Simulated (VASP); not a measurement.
# Ti4C4F in VASP: notebook

The runs below take Ti4C4F through single point, with r2SCAN.

Program: VASP 6.6.1. These are calculated values, not measurements. Logs are shortened: lines on timing, memory, paths and dates and some standing lists are left out, and cuts for length are marked.

### 1 The cell of the first run

The cell holds a slab with vacuum, 9 atoms: a = 3.060 Å, b = 3.060 Å, c = 27.746 Å, α = 90.00°, β = 90.00°, γ = 120.00°.

### 2 Single point, r2SCAN

Input file POSCAR:

```
Ti4C4F
1.0
    3.0603581490      0.0000000000      0.0000000000
   -1.5301790745      2.6503479017      0.0000000000
    0.0000000000      0.0000000000     27.7457018777
C Ti F
4 4 1
Direct
    0.3333333333      0.6666666667      0.3063537566
    0.0000000000      0.0000000000      0.3964135423
    0.6666666667      0.3333333333      0.4866357538
    0.3333333333      0.6666666667      0.5793169086
    0.6666666667      0.3333333333      0.3513836495
    0.3333333333      0.6666666667      0.4414434351
    0.0000000000      0.0000000000      0.5292876507
    0.6666666667      0.3333333333      0.6163227651
    0.6666666667      0.3333333333      0.6797603081
```

Input file INCAR.step1:

```
ALGO     = Normal         # electronic algorithm
DIPOL    = 0.5 0.5 0.487
EDIFF    = 1E-4           # SCF threshold, eV
ENCUT    = 520            # plane-wave cutoff, eV
GGA      = PE             # functional
IDIPOL   = 3            
ISMEAR   = 0              # smearing method
LASPH    = T              # aspherical terms in the spheres
LCHARG   = F              # write CHGCAR
LDIPOL   = T            
LREAL    = F              # projectors in reciprocal space
LWAVE    = T              # write WAVECAR
NBANDS   = 46             # bands
NELM     = 80             # most SCF steps
PREC     = Accurate       # precision mode
SIGMA    = 0.1            # smearing width, eV
```

Input file INCAR.step2:

```
ALGO     = Normal         # electronic algorithm
DIPOL    = 0.5 0.5 0.487
EDIFF    = 1E-6           # SCF threshold, eV
ENCUT    = 520            # plane-wave cutoff, eV
IDIPOL   = 3            
ISIF     = 2              # what is computed and relaxed
ISMEAR   = 0              # smearing method
ISTART   = 1            
LASPH    = T              # aspherical terms in the spheres
LCHARG   = F              # write CHGCAR
LDIPOL   = T            
LMIXTAU  = T            
LREAL    = F              # projectors in reciprocal space
LWAVE    = F              # write WAVECAR
METAGGA  = R2SCAN         # meta-GGA
NBANDS   = 46             # bands
NELM     = 80             # most SCF steps
PREC     = Accurate       # precision mode
SIGMA    = 0.1            # smearing width, eV
```

Input file KPOINTS:

```
k-points
0
Gamma
  12 12 1
```

Potentials or basis: VASP PAW PBE potentials, release 64 (C, Ti_sv, F).

Launch:

```sh
$ cat potpaw_PBE.64/C/POTCAR potpaw_PBE.64/Ti_sv/POTCAR potpaw_PBE.64/F/POTCAR > POTCAR
$ cp INCAR.step1 INCAR
$ mpirun -np 1 vasp_std > vasp.out
$ cp INCAR.step2 INCAR
$ mpirun -np 1 vasp_std > vasp.out
```

OUTCAR:

```text
EDIFF = 1E-6
   ENCUT = 520
   ISIF = 2
   ISMEAR = 0
   ISTART = 1
   LASPH = T
   LREAL = F
   METAGGA = R2SCAN
   NELM = 80
   PREC = Accurate

 ion  position               nearest neighbor table
   1  0.333  0.667  0.306-   5 2.16   5 2.16   5 2.16
   2  0.000  0.000  0.396-   6 2.16   5 2.16   6 2.16   5 2.16   6 2.16   5 2.16
   3  0.667  0.333  0.487-   7 2.13   7 2.13   7 2.13   6 2.17   6 2.17   6 2.17
   4  0.333  0.667  0.579-   8 2.04   8 2.04   8 2.04   7 2.25   7 2.25   7 2.25
   5  0.667  0.333  0.351-   2 2.16   2 2.16   2 2.16   1 2.16   1 2.16   1 2.16
   6  0.333  0.667  0.441-   2 2.16   2 2.16   2 2.16   3 2.17   3 2.17   3 2.17
   7  0.000  0.000  0.529-   3 2.13   3 2.13   3 2.13   4 2.25   4 2.25   4 2.25
   8  0.667  0.333  0.616-   9 1.76   4 2.04   4 2.04   4 2.04
   9  0.667  0.333  0.680-   8 1.76

  LATTYP: Found a hexagonal cell.
 ALAT       =     3.0603581490
 C/A-ratio  =     9.0661617127

  Lattice vectors:

 A1 = (   3.0603581490,   0.0000000000,   0.0000000000)
 A2 = (  -1.5301790745,   2.6503479017,   0.0000000000)
 A3 = (   0.0000000000,   0.0000000000,  27.7457018777)

Analysis of symmetry for initial positions (statically):
=====================================================================
 Subroutine PRICEL returns:
 Original cell was already a primitive cell.

 Routine SETGRP: Setting up the symmetry group for a
 hexagonal supercell.

 Subroutine GETGRP returns: Found  6 space group operations
 (whereof  6 operations were pure point group operations)
 out of a pool of 24 trial point group operations.

The static configuration has the point symmetry C_3v.

Analysis of symmetry for dynamics (positions and initial velocities):
=====================================================================
 Subroutine PRICEL returns:
 Original cell was already a primitive cell.

 Routine SETGRP: Setting up the symmetry group for a
 hexagonal supercell.

 Subroutine GETGRP returns: Found  6 space group operations
 (whereof  6 operations were pure point group operations)
 out of a pool of 24 trial point group operations.

The dynamic configuration has the point symmetry C_3v.

 Subroutine INISYM returns: Found  6 space group operations
 (whereof  6 operations are pure point group operations),
 and found     1 'primitive' translations

----------------------------------------------------------------------------------------

                                     Primitive cell

  volume of cell :     225.0458

  direct lattice vectors                    reciprocal lattice vectors
     3.060358149  0.000000000  0.000000000     0.326759141  0.188654478  0.000000000
    -1.530179074  2.650347902  0.000000000     0.000000000  0.377308956  0.000000000
     0.000000000  0.000000000 27.745701878     0.000000000  0.000000000  0.036041618

  length of vectors
     3.060358149  3.060358149 27.745701878     0.377308956  0.377308956  0.036041618

  position of ions in fractional coordinates (direct lattice)
     0.333333333  0.666666667  0.306353757
     0.000000000  0.000000000  0.396413542
     0.666666667  0.333333333  0.486635754
     0.333333333  0.666666667  0.579316909
     0.666666667  0.333333333  0.351383650
     0.333333333  0.666666667  0.441443435
     0.000000000  0.000000000  0.529287651
     0.666666667  0.333333333  0.616322765
     0.666666667  0.333333333  0.679760308

  ion indices of the primitive-cell ions
   primitive index   ion index
                 1           1
                 2           2
                 3           3
                 4           4
                 5           5
                 6           6
                 7           7
                 8           8
                 9           9

----------------------------------------------------------------------------------------

 KPOINTS: k-points

Automatic generation of k-mesh.
 Grid dimensions read from file:
 generate k-points for:   12   12    1

 Generating k-lattice:

  Cartesian coordinates                     Fractional coordinates (reciprocal lattice)
     0.027229928  0.015721207  0.000000000     0.083333333  0.000000000  0.000000000
     0.000000000  0.031442413  0.000000000     0.000000000  0.083333333  0.000000000
     0.000000000  0.000000000  0.036041618     0.000000000  0.000000000  1.000000000

  Length of vectors
     0.031442413  0.031442413  0.036041618

  Shift w.r.t. Gamma in fractional coordinates (k-lattice)
     0.000000000  0.000000000  0.000000000

 Subroutine IBZKPT returns following result:
 ===========================================

 Found     19 irreducible k-points:

 Following reciprocal coordinates:
            Coordinates               Weight
  0.000000  0.000000  0.000000      1.000000
  0.083333  0.000000  0.000000      6.000000
  0.166667  0.000000  0.000000      6.000000
  0.250000  0.000000  0.000000      6.000000
  0.333333 -0.000000  0.000000      6.000000
  0.416667 -0.000000  0.000000      6.000000
[... 11 lines left out ...]
  0.333333  0.250000  0.000000     12.000000
  0.333333  0.333333  0.000000      2.000000
   k-points           NKPTS =     19   k-points in BZ     NKDIM =     19   number of bands    NBANDS=     46
   number of dos      NEDOS =    301   number of ions     NIONS =      9
   total plane-waves  NPLWV = 120960
   dimension x,y,z NGX =    24 NGY =   24 NGZ =  210
   dimension x,y,z NGXF=    48 NGYF=   48 NGZF=  420
   ions per type =               4   4   1
   NGX,Y,Z   is equivalent  to a cutoff of  13.04, 13.04, 12.58 a.u.
   NGXF,Y,Z  is equivalent  to a cutoff of  26.07, 26.07, 25.17 a.u.
 SYSTEM =  unknown system
   PREC   = accura    normal or accurate (medium, high low for compatibility)
   ISTART =      1    job   : 0-new  1-cont  2-samecut
   ICHARG =      0    charge: 1-file 2-atom 10-const
   ISPIN  =      1    spin polarized calculation?
   LNONCOLLINEAR =      F non collinear calculations
   LSORBIT =      F    spin-orbit coupling
   LASPH  =      T    aspherical Exc in radial PAW
   ENCUT  =  520.0 eV  38.22 Ry    6.18 a.u.   5.69  5.69 51.59*2*pi/ulx,y,z
   NELM   =     80;   NELMIN=  2; NELMDL=  0     # of ELM steps
   EDIFF  = 0.1E-05   stopping-criterion for ELM
   LREAL  =      F    real-space projection
[... 7 lines left out ...]
   TEBEG  =    0.0;   TEEND  =   0.0 temperature during run
   PSTRESS=    0.0 pullay stress
   NELECT =      71.0000    total number of electrons
   NUPDOWN=      -1.0000    fix difference up-down
   EMIN   =  10.00;   EMAX   =-10.00  energy-range for DOS
   EFERMI =   0.00;   METHOD = LEGACY
   ISMEAR =     0;   SIGMA  =   0.10  broadening in eV -4-tet -1-fermi 0-gaus
   EFERMI_NEDOS =   21; number of points for ismear=-14 and -15
   IALGO  =     38    algorithm
   IMIX   =      4    mixing-type and parameters
     AMIX     =   0.40;   BMIX     =  1.00
     AMIX_MAG =   1.60;   BMIX_MAG =  1.00
  volume/ion in A,a.u.               =      25.01       168.74
  Fermi-wavevector in a.u.,A,eV,Ry     =   1.114476  2.106054 16.899204  1.242056
  Thomas-Fermi vector in A             =   2.251071
   LORBIT       =      0    0 simple, 1 ext, 2 COOP (PROOUT), +10 PAW based schemes
   METAGGA = R2SCAN    functional components
   LHFCALC =     F    Hartree Fock is set to
   AEXX    =    0.0000 exact exchange contribution
   IVDW    =     0    specifies the selected vdW correction
   LEPSILON=     F    determine dielectric tensor
   LRPA    =     F    only Hartree local field effects (RPA)
 non-spin polarized calculation
 Gauss-broadening in eV      SIGMA  =   0.10
  energy-cutoff  :      520.00
  volume of cell :      225.05
 maximum number of plane-waves:      6082
 NGX is ok and might be reduce to    24
   NGX = 11   NGY = 11   NGZ =103

 dipolmoment           0.000000      0.000000     -0.018708 electrons x Angstroem

 number of electron      70.9999997 magnetization

 dipolmoment           0.000000      0.000000      0.024346 electrons x Angstroem

 Free energy of the ion-electron system (eV)
  ---------------------------------------------------
  ext. energy  EPLUGINS =         0.00000000
  ---------------------------------------------------
  free energy    TOTEN  =      -101.21707885 eV

  energy without entropy =     -101.19190173  energy(sigma->0) =     -101.20449029

 E-fermi :  -0.6791     XC(G=0):  -5.8470

 val. band max:       -0.6942019707   @ k =   0.1667   0.0000   0.0000
 cond. band min:      -0.6253835279   @ k =   0.1667   0.0833   0.0000
 fundamental gap:      0.0688184428
 Fermi energy:        -0.6790797411

 k-point     1 :       0.0000    0.0000    0.0000
  band No.  band energies     occupation
      1     -60.2939      2.00000
      2     -59.9454      2.00000
      3     -59.7425      2.00000
      4     -59.2598      2.00000
      5     -35.9333      2.00000
      6     -35.3181      2.00000
[... 38 lines left out ...]
     45       2.1950      0.00000
     46       2.3194      0.00000

 k-point     2 :       0.0833    0.0000    0.0000
  band No.  band energies     occupation
      1     -60.2904      2.00000
      2     -59.9420      2.00000
      3     -59.7392      2.00000
      4     -59.2564      2.00000
      5     -35.9277      2.00000
      6     -35.3505      2.00000
[... 38 lines left out ...]
     45       2.2301      0.00000
     46       2.3019      0.00000

 k-point     3 :       0.1667    0.0000    0.0000
  band No.  band energies     occupation
      1     -60.2809      2.00000
      2     -59.9327      2.00000
      3     -59.7303      2.00000
      4     -59.2471      2.00000
      5     -35.9126      2.00000
      6     -35.4266      2.00000
[... 773 lines left out ...]
     45       2.8141      0.00000
     46       3.1543      0.00000

 k-point    19 :       0.3333    0.3333    0.0000
  band No.  band energies     occupation
      1     -60.2351      2.00000
      2     -59.8878      2.00000
      3     -59.6872      2.00000
      4     -59.2023      2.00000
      5     -35.8377      2.00000
      6     -35.6220      2.00000
[... 38 lines left out ...]
     45       2.7196      0.00000
     46       3.2953      0.00000

------------------------ aborting loop because EDIFF is reached ----------------------------------------

 vacuum level on the upper side and lower side of the slab       (xc-potential included)         0.288        -0.245

  FORCE on cell =-STRESS in cart. coord.  units (eV):
  Direction    XX          YY          ZZ          XY          YZ          ZX
  --------------------------------------------------------------------------------------
  -------------------------------------------------------------------------------------
  Total        2.3915675      2.3915675     -0.8675227      0.0000000      0.0000000      0.0000000
  in kB       17.0263819     17.0263819     -6.1761887      0.0000000      0.0000000      0.0000000
  external PRESSURE =       9.2921917 kB  Pullay stress =       0.0000000 kB

 VOLUME and BASIS-vectors are now :
 -----------------------------------------------------------------------------
  energy-cutoff  :      520.00
  volume of cell :      225.05
      direct lattice vectors                 reciprocal lattice vectors
     3.060358149  0.000000000  0.000000000     0.326759141  0.188654478  0.000000000
    -1.530179074  2.650347902  0.000000000     0.000000000  0.377308956  0.000000000
     0.000000000  0.000000000 27.745701878     0.000000000  0.000000000  0.036041618

 POSITION                                       TOTAL-FORCE (eV/Angst)
 -----------------------------------------------------------------------------------
     -0.00000      1.76690      8.50000         0.000000      0.000000      1.067688
      0.00000      0.00000     10.99877        -0.000000      0.000000     -0.365095
      1.53018      0.88345     13.50205         0.000000      0.000000     -0.007260
     -0.00000      1.76690     16.07355         0.000000      0.000000     -0.034541
      1.53018      0.88345      9.74939        -0.000000     -0.000000     -0.795175
     -0.00000      1.76690     12.24816        -0.000000     -0.000000      0.037390
      0.00000      0.00000     14.68546         0.000000      0.000000      0.022215
      1.53018      0.88345     17.10031         0.000000     -0.000000     -0.201834
      1.53018      0.88345     18.86043         0.000000     -0.000000      0.276613
 -----------------------------------------------------------------------------------
    total drift:                               -0.000001      0.000000     -0.010267

  FREE ENERGIE OF THE ION-ELECTRON SYSTEM (eV)
  ---------------------------------------------------
  free  energy   TOTEN  =      -101.2170788522 eV

  energy  without entropy=     -101.1919017312  energy(sigma->0) =     -101.20449029

 vacuum level on the upper side and lower side of the slab         6.772         6.228
```

It took 13 min on 1 thread of Intel Xeon 6975P-C (Granite Rapids), shared host; peak memory 0.48 GiB.

What came out:

| Property | Result |
| --- | --- |
| Free energy | -101.2171 eV |
| Largest force | 1.068 eV/Å |
| Band gap on the k mesh | zero (an odd number of electrons rules out a gap without spin polarisation) |

Forces on the atoms (eV/Å):
```
C    0.000  0.000  1.068
C    0.000  0.000 -0.365
C    0.000  0.000 -0.007
C    0.000  0.000 -0.035
Ti   0.000  0.000 -0.795
Ti   0.000  0.000  0.037
Ti   0.000  0.000  0.022
Ti   0.000  0.000 -0.202
F    0.000  0.000  0.277
```

Caveat: the PAW data sets were made with another functional, which shifts forces and pressure a little; an odd number of electrons without spin polarisation forces a metal; a magnetic or distorted state may lie lower.

### 3 Single point, r2SCAN

Input file POSCAR:

```
Ti4C4F
1.0
    3.0603581490      0.0000000000      0.0000000000
   -1.5301790745      2.6503479017      0.0000000000
    0.0000000000      0.0000000000     27.7457018777
C Ti F
4 4 1
Direct
    0.3333333333      0.6666666667      0.3063537566
    0.0000000000      0.0000000000      0.3964135423
    0.6666666667      0.3333333333      0.4861190215
    0.3333333333      0.6666666667      0.5779167744
    0.6666666667      0.3333333333      0.3513836495
    0.3333333333      0.6666666667      0.4414434351
    0.0000000000      0.0000000000      0.5298532972
    0.6666666667      0.3333333333      0.6167388965
    0.0000000000      0.0000000000      0.6613419389
```

Input file INCAR.step1:

```
PREC = Accurate
ENCUT = 520
ISMEAR = 0
SIGMA = 0.1
LREAL = F
LASPH = T
NELM = 80
LDIPOL = T
IDIPOL = 3
DIPOL = 0.5 0.5 0.485
NBANDS = 46
GGA = PE
ALGO = Normal
EDIFF = 1E-4
LWAVE = T
LCHARG = F
```

Input file INCAR.step2:

```
PREC = Accurate
ENCUT = 520
EDIFF = 1E-7
ISMEAR = 0
SIGMA = 0.1
LREAL = F
LASPH = T
NELM = 80
ALGO = Normal
ISIF = 2
LWAVE = F
LCHARG = F
LDIPOL = T
IDIPOL = 3
DIPOL = 0.5 0.5 0.485
METAGGA = R2SCAN
LMIXTAU = T
NBANDS = 46
ISTART = 1
```

Input file KPOINTS:

```
regular mesh
0
Gamma
  12 12 1
```

Potentials or basis: VASP PAW PBE potentials, release 64 (C, Ti_sv, F).

Launch:

```sh
$ cat potpaw_PBE.64/C/POTCAR potpaw_PBE.64/Ti_sv/POTCAR potpaw_PBE.64/F/POTCAR > POTCAR
$ cp INCAR.step1 INCAR
$ mpirun -np 1 vasp_std > vasp.out
$ cp INCAR.step2 INCAR
$ mpirun -np 1 vasp_std > vasp.out
```

Wall time 14 min (1 thread of Intel Xeon 6975P-C (Granite Rapids), shared host); peak memory 0.49 GiB.

The run converged. Its results:

```
Free energy            : -102.2191 eV
Largest force          : 1.057 eV/Å
Band gap on the k mesh : zero (an odd number of electrons rules out a gap without spin polarisation)
```

Forces on the atoms (eV/Å):
```
C    0.000  0.000  1.057
C    0.000  0.000 -0.468
C    0.000  0.000 -0.005
C    0.000  0.000 -0.010
Ti   0.000  0.000 -0.819
Ti   0.000  0.000  0.172
Ti   0.000  0.000 -0.001
Ti   0.000  0.000  0.045
F    0.000  0.000  0.029
```

Levels at points of the mesh, in eV from the Fermi level:
```
           k point  band 31  band 32  band 33  band 34  band 35  band 36  band 37  band 38  band 39  band 40
(0.00, 0.00, 0.00)    -1.99    -1.25    -1.25    -0.13     0.19     0.19     0.72     0.72     1.26     1.26
(0.50, 0.00, 0.00)    -3.01    -2.60    -2.12    -1.51    -1.40     0.24     0.28     0.97     1.85     1.86
```

Caveat: the PAW data sets were made with another functional, which shifts forces and pressure a little; an odd number of electrons without spin polarisation forces a metal; a magnetic or distorted state may lie lower.

The gap in the log of VASP goes by the Fermi energy; the results here count the filled bands.